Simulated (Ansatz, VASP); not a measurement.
# Two plane-wave programs on Ru

```
CELL_PARAMETERS angstrom
4.26967 0.00000 0.00000
-2.13484 3.69765 0.00000
0.00000 0.00000 2.68319
ATOMIC_POSITIONS crystal
Ru 0.00000 0.00000 0.00000
Ru 0.33333 0.66667 0.50000
Ru 0.66667 0.33333 0.50000
```

Alike in both runs: functional PBE; k mesh 9 × 9 × 12; occupations fermi-dirac, width 0.1 eV; no spin polarisation.

Ansatz relaxed the structure, and its values are those at the end. VASP's run is a single point on that final structure, the one shown.

|  | VASP | Ansatz |
| --- | --- | --- |
| version | VASP 6.6.1 | Ansatz 0.2.0 |
| potentials or method | VASP PAW PBE potentials, release 64 (Ru_pv), cutoff 520 eV | plane waves (420 eV) with PAW, scalar-relativistic |
| valence electrons in the cell | 42 | 48 |

|  | VASP | Ansatz | Ansatz less VASP |
| --- | --- | --- | --- |
| pressure (GPa) | 0.0 | 0.0 | +0.02 |

VASP's potentials hold 42 valence electrons a cell and Ansatz's 48, so a difference there can come from the potentials and not from the codes.
